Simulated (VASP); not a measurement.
# CsPbBr3 (P1) in VASP: notebook

Aim: see how the results for CsPbBr3 move with the level of theory and the settings. Levels: PBE, PBEsol. Tasks: single point.

All numbers are computed with VASP 6.6.1; they aren't measurements. Logs are shortened: lines on timing, memory, paths and dates and some standing lists are left out, and cuts for length are marked.

## 1. The cell of the first run

The typed cell holds 5 atoms: a = 5.870 Å, b = 5.870 Å, c = 5.870 Å, α = 90.00°, β = 90.00°, γ = 90.00°.

## 2. Single point, PBE (atoms moved at random)

INCAR reads:

```
SYSTEM = CsPbBr3
ALGO = Normal
EDIFF = 1E-6
ENCUT = 520
GGA = PE
ISIF = 2
ISMEAR = -1
LASPH = .TRUE.
LCHARG = .FALSE.
LREAL = .FALSE.
LWAVE = .FALSE.
NBANDS = 30
NELM = 60
PREC = Accurate
SIGMA = 0.05
```

KPOINTS reads:

```
k-points
0
G
  5 5 5
  0 0 0
```

POSCAR reads:

```
CsPbBr3
1.0
    5.8700000000      0.0000000000      0.0000000000
    0.0000000000      5.8700000000      0.0000000000
    0.0000000000      0.0000000000      5.8700000000
Pb Cs Br
1 1 3
Direct
    0.4964290000      0.4935000000      0.4996500000
   -0.0033500000     -0.0009740000     -0.0056180000
    0.5064900000      0.5088990000     -0.0114280000
    0.5040610000      0.0031090000      0.5040140000
    0.0061890000      0.4912990000      0.4941130000
```

Potentials or basis: VASP PAW PBE potentials, release 64 (Pb_d, Cs_sv, Br).

Run with:

```
$ cat potpaw_PBE.64/Pb_d/POTCAR potpaw_PBE.64/Cs_sv/POTCAR potpaw_PBE.64/Br/POTCAR > POTCAR
$ mpirun -np 1 vasp_std > vasp.out
```

OUTCAR:

```text
SYSTEM = CsPbBr3
   EDIFF = 1E-6
   ENCUT = 520
   GGA = PE
   ISIF = 2
   ISMEAR = -1
   LASPH = .TRUE.
   LREAL = .FALSE.
   NELM = 60
   PREC = Accurate

 ion  position               nearest neighbor table
   1  0.496  0.493  0.500-   3 2.87   5 2.88   4 2.88   4 2.99   5 2.99   3 3.00
   2  0.997  0.999  0.994-
   3  0.506  0.509  0.989-   1 2.87   1 3.00
   4  0.504  0.003  0.504-   1 2.88   1 2.99
   5  0.006  0.491  0.494-   1 2.88   1 2.99

  LATTYP: Found a simple cubic cell.
 ALAT       =     5.8700000000

  Lattice vectors:

 A1 = (   5.8700000000,   0.0000000000,   0.0000000000)
 A2 = (   0.0000000000,   5.8700000000,   0.0000000000)
 A3 = (   0.0000000000,   0.0000000000,   5.8700000000)

Analysis of symmetry for initial positions (statically):
=====================================================================
 Subroutine PRICEL returns:
 Original cell was already a primitive cell.

 Routine SETGRP: Setting up the symmetry group for a
 simple cubic supercell.

 Subroutine GETGRP returns: Found  1 space group operations
 (whereof  1 operations were pure point group operations)
 out of a pool of 48 trial point group operations.

The static configuration has the point symmetry C_1 .

Analysis of symmetry for dynamics (positions and initial velocities):
=====================================================================
 Subroutine PRICEL returns:
 Original cell was already a primitive cell.

 Routine SETGRP: Setting up the symmetry group for a
 simple cubic supercell.

 Subroutine GETGRP returns: Found  1 space group operations
 (whereof  1 operations were pure point group operations)
 out of a pool of 48 trial point group operations.

The dynamic configuration has the point symmetry C_1 .

 Subroutine INISYM returns: Found  1 space group operations
 (whereof  1 operations are pure point group operations),
 and found     1 'primitive' translations

----------------------------------------------------------------------------------------

                                     Primitive cell

  volume of cell :     202.2620

  direct lattice vectors                    reciprocal lattice vectors
     5.870000000  0.000000000  0.000000000     0.170357751  0.000000000  0.000000000
     0.000000000  5.870000000  0.000000000     0.000000000  0.170357751  0.000000000
     0.000000000  0.000000000  5.870000000     0.000000000  0.000000000  0.170357751
[... 90 lines left out ...]
   EDIFF  = 0.1E-05   stopping-criterion for ELM
   LREAL  =      F    real-space projection
   EDIFFG = 0.1E-04   stopping-criterion for IOM
   NSW    =      0    number of steps for IOM
   IBRION =     -1    ionic relax: 0-MD 1-quasi-New 2-CG
   NFREE  =      0    steps in history (QN), initial steepest desc. (CG)
   ISIF   =      2    stress and relaxation
   ISYM   =      2    0-nonsym 1-usesym 2-fastsym
   POTIM  = 0.5000    time-step for ionic-motion
   TEBEG  =    0.0;   TEEND  =   0.0 temperature during run
   PSTRESS=    0.0 pullay stress
   NELECT =      44.0000    total number of electrons
   NUPDOWN=      -1.0000    fix difference up-down
   EMIN   =  10.00;   EMAX   =-10.00  energy-range for DOS
   EFERMI =   0.00;   METHOD = LEGACY
   ISMEAR =    -1;   SIGMA  =   0.05  broadening in eV -4-tet -1-fermi 0-gaus
   EFERMI_NEDOS =   21; number of points for ismear=-14 and -15
   IALGO  =     38    algorithm
   IMIX   =      4    mixing-type and parameters
     AMIX     =   0.40;   BMIX     =  1.00
     AMIX_MAG =   1.60;   BMIX_MAG =  1.00
  volume/ion in A,a.u.               =      40.45       272.99
  Fermi-wavevector in a.u.,A,eV,Ry     =   0.984587  1.860600 13.189657  0.969412
  Thomas-Fermi vector in A             =   2.115831
   LORBIT       =      0    0 simple, 1 ext, 2 COOP (PROOUT), +10 PAW based schemes
   GGA     = PE    functional components
   LHFCALC =     F    Hartree Fock is set to
   AEXX    =    0.0000 exact exchange contribution
   IVDW    =     0    specifies the selected vdW correction
   LEPSILON=     F    determine dielectric tensor
   LRPA    =     F    only Hartree local field effects (RPA)
 non-spin polarized calculation
  energy-cutoff  :      520.00
  volume of cell :      202.26
 maximum number of plane-waves:      5467
 NGX is ok and might be reduce to    48
   NGX = 21   NGY = 21   NGZ = 21

 number of electron      43.9999999 magnetization

 Free energy of the ion-electron system (eV)
  ---------------------------------------------------
  ext. energy  EPLUGINS =         0.00000000
  ---------------------------------------------------
  free energy    TOTEN  =       -15.83490039 eV

  energy without entropy =      -15.83490039  energy(sigma->0) =      -15.83490039

 E-fermi :   1.8350     XC(G=0):  -7.6389

 val. band max:        0.6985636764   @ k =  -0.4000  -0.4000   0.4000
 cond. band min:       3.2891262813   @ k =   0.4000  -0.4000   0.4000
 fundamental gap:      2.5905626049
 Fermi energy:         1.8349913740

 k-point     1 :       0.0000    0.0000    0.0000
  band No.  band energies     occupation
      1     -20.1778      2.00000
      2     -15.5453      2.00000
      3     -15.5446      2.00000
      4     -15.3763      2.00000
      5     -15.3761      2.00000
      6     -15.3761      2.00000
[... 781 lines left out ...]
     29       6.8602      0.00000
     30       7.3449      0.00000

 [... further k-points ...]

------------------------ aborting loop because EDIFF is reached ----------------------------------------

  FORCE on cell =-STRESS in cart. coord.  units (eV):
  Direction    XX          YY          ZZ          XY          YZ          ZX
  --------------------------------------------------------------------------------------
  -------------------------------------------------------------------------------------
  Total        1.8660439      1.8632057      1.8530463      0.0020441     -0.0044564      0.0064692
  in kB       14.7814870     14.7590051     14.6785296      0.0161922     -0.0353008      0.0512448
  external PRESSURE =      14.7396739 kB  Pullay stress =       0.0000000 kB

 VOLUME and BASIS-vectors are now :
 -----------------------------------------------------------------------------
  energy-cutoff  :      520.00
  volume of cell :      202.26
      direct lattice vectors                 reciprocal lattice vectors
     5.870000000  0.000000000  0.000000000     0.170357751  0.000000000  0.000000000
     0.000000000  5.870000000  0.000000000     0.000000000  0.170357751  0.000000000
     0.000000000  0.000000000  5.870000000     0.000000000  0.000000000  0.170357751

 POSITION                                       TOTAL-FORCE (eV/Angst)
 -----------------------------------------------------------------------------------
      2.91404      2.89684      2.93295         0.138016      0.140265     -0.161847
      5.85034      5.86428      5.83702         0.000564     -0.003414      0.000503
      2.97310      2.98724      5.80292         0.002588      0.000223      0.192470
      2.95884      0.01825      2.95856         0.004047     -0.146707     -0.018200
      0.03633      2.88393      2.90044        -0.145215      0.009633     -0.012926
 -----------------------------------------------------------------------------------
    total drift:                                0.000017      0.000142     -0.000255

  FREE ENERGIE OF THE ION-ELECTRON SYSTEM (eV)
  ---------------------------------------------------
  free  energy   TOTEN  =       -15.8349003907 eV

  energy  without entropy=      -15.8349003907  energy(sigma->0) =      -15.83490039
```

stdout:

```text
POSCAR found type information on POSCAR PbCsBr
 POSCAR found :  3 types and       5 ions
 scaLAPACK will be used
 LDA part: xc-table for (Slater+PW92), standard interpolation
 POSCAR, INCAR and KPOINTS ok, starting setup
 FFT: planning ... GRIDC
 FFT: planning ... GRID_SOFT
 FFT: planning ... GRID
 WAVECAR not read
 entering main loop
```

Run time: 9.2 min. Hardware: 1 thread of AMD EPYC 7R43 (Zen 3), shared host; peak memory 0.52 GiB.

What came out:

| Item | Value |
| --- | --- |
| Free energy | -15.8349 eV |
| Pressure | 1.5 GPa |
| Largest force | 0.255 eV/Å |
| Band gap on the k mesh | 2.59 eV |

Forces on the atoms (eV/Å):
```
Pb   0.138  0.140 -0.162
Cs   0.001 -0.003  0.001
Br   0.003  0.000  0.192
Br   0.004 -0.147 -0.018
Br  -0.145  0.010 -0.013
```

Caveat: the cell differs from its parent crystal (atoms moved at random); spin-orbit coupling is left out, which moves the levels of the heavy elements.

## 3. Single point, PBEsol (atoms moved at random)

INCAR reads:

```
PREC = Accurate
ENCUT = 520
EDIFF = 1E-6
ISMEAR = -1
SIGMA = 0.05
LREAL = F
LASPH = T
NELM = 80
ALGO = Normal
ISIF = 2
LWAVE = F
LCHARG = F
GGA = PS
NBANDS = 30
```

KPOINTS reads:

```
Automatic mesh
0
Gamma
  5 5 5
```

POSCAR is that of step 2.

Potentials or basis: VASP PAW PBE potentials, release 64 (Pb_d, Cs_sv, Br).

Run with:

```
$ cat potpaw_PBE.64/Pb_d/POTCAR potpaw_PBE.64/Cs_sv/POTCAR potpaw_PBE.64/Br/POTCAR > POTCAR
$ mpirun -np 1 vasp_std > vasp.out
```

It took 6 min on 1 thread of Intel Xeon Platinum 8488C (Sapphire Rapids), shared host; peak memory 0.56 GiB.

Results (log left out):

* Free energy: -16.8102 eV
* Pressure: 0.0 GPa
* Largest force: 0.217 eV/Å
* Band gap on the k mesh: 2.51 eV

Forces on the atoms (eV/Å):
```
Pb   0.122  0.121 -0.132
Cs  -0.006 -0.003 -0.005
Br   0.002 -0.003  0.158
Br   0.003 -0.120 -0.013
Br  -0.120  0.006 -0.008
```

Levels at points of the mesh, in eV from the valence-band top:
| k point | band 19 | band 20 | band 21 | band 22 | band 23 | band 24 | band 25 | band 26 |
| --- | --- | --- | --- | --- | --- | --- | --- | --- |
| (0.00, 0.00, 0.00) | -1.53 | -1.42 | -1.42 | -1.41 | 3.52 | 4.66 | 4.66 | 5.38 |

Caveat: the cell differs from its parent crystal (atoms moved at random); the PAW data sets were made with another functional, which shifts forces and pressure a little; spin-orbit coupling is left out, which moves the levels of the heavy elements.
